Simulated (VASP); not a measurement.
Wanted: the native input for a VASP 6.6.1 run.

```yaml
Task: G0W0 quasiparticle levels
Functional: PBE
Potentials_or_basis: VASP PAW PBE potentials, release 64 (F_GW, Cl_GW, Na_sv_GW)
Cutoff: 500 eV
k_mesh: 4 × 4 × 4
Occupations: gaussian, width 0.01 eV
Spin: no spin polarisation
Dipole_correction: no
GW_scheme: G0W0
GW_iterations: 1
Cutoff_of_the_response_function: 140
Frequency_points: 48
Empty_bands: 252
Further_INCAR_settings: ALGO = EVGW0; EDIFF = 1e-08; NBANDS = 268
```

Na2ClF:

```
CELL_PARAMETERS angstrom
1.81069 1.04540 5.92066
-1.81069 1.04540 5.92066
0.00000 -2.09080 5.92066
ATOMIC_POSITIONS crystal
F 0.00000 0.00000 0.00000
Cl 0.50000 0.50000 0.50000
Na 0.26344 0.26344 0.26344
Na 0.73656 0.73656 0.73656
```

The input as run:

POSCAR

```
Na2ClF
1.0
    1.8106869146      1.0454005775      5.9206591818
   -1.8106869146      1.0454005775      5.9206591818
    0.0000000000     -2.0908011551      5.9206591818
F Cl Na
1 1 2
Direct
    1.0000000000      0.0000000000      0.0000000000
    0.5000000000      0.5000000000      0.5000000000
    0.2634375879      0.2634375879      0.2634375879
    0.7365624121      0.7365624121      0.7365624121
```

INCAR.step1

```
ALGO = Normal ; EDIFF = 1E-8
ENCUT = 500 ; GGA = PE
ISMEAR = 0 ; LASPH = True
LCHARG = False ; LREAL = False
LWAVE = True ; NELM = 80
PREC = Accurate ; SIGMA = 0.01
```

INCAR.step2

```
ALGO = Exact ; EDIFF = 1E-8
ENCUT = 500 ; GGA = PE
ISMEAR = 0 ; ISTART = 1
LASPH = True ; LCHARG = False
LOPTICS = True ; LREAL = False
LWAVE = True ; NBANDS = 268
NELM = 1 ; PREC = Accurate
SIGMA = 0.01
```

INCAR.step3

```
ALGO = EVGW0 ; EDIFF = 1E-8
ENCUT = 500 ; ENCUTGW = 140.0
GGA = PE ; ISMEAR = 0
ISTART = 1 ; LASPH = True
LCHARG = False ; LREAL = False
LWAVE = False ; NBANDS = 268
NBANDSGW = 24 ; NELMGW = 1
NOMEGA = 48 ; PREC = Accurate
PRECFOCK = Fast ; SIGMA = 0.01
```

KPOINTS

```
k-points
0
Gamma
  4 4 4
```

Potentials or basis: VASP PAW PBE potentials, release 64 (F_GW, Cl_GW, Na_sv_GW).

Run with:

```bash
$ cat potpaw_PBE.64/F_GW/POTCAR potpaw_PBE.64/Cl_GW/POTCAR potpaw_PBE.64/Na_sv_GW/POTCAR > POTCAR
$ cp INCAR.step1 INCAR
$ mpirun -np 1 vasp_std > vasp.out
$ cp INCAR.step2 INCAR
$ mpirun -np 1 vasp_std > vasp.out
$ cp INCAR.step3 INCAR
$ mpirun -np 1 vasp_std > vasp.out
```

Results of the run:

| Item | Value |
| --- | --- |
| Quasiparticle gap | 7.52 eV |
| Least direct quasiparticle gap | 7.52 eV |
| Band gap of the starting levels on the mesh | 4.35 eV |
| Least direct gap of the starting levels on the mesh | 4.35 eV |

Caveat: the k points lie up to 0.51 Å⁻¹ apart; bands, screening cutoff and mesh are small and nothing is extrapolated, so the quasiparticle values aren't converged.

Run time: 57 min on 1 thread of Intel Xeon 8259CL, with other jobs on the host, peak memory 1.2 GiB.
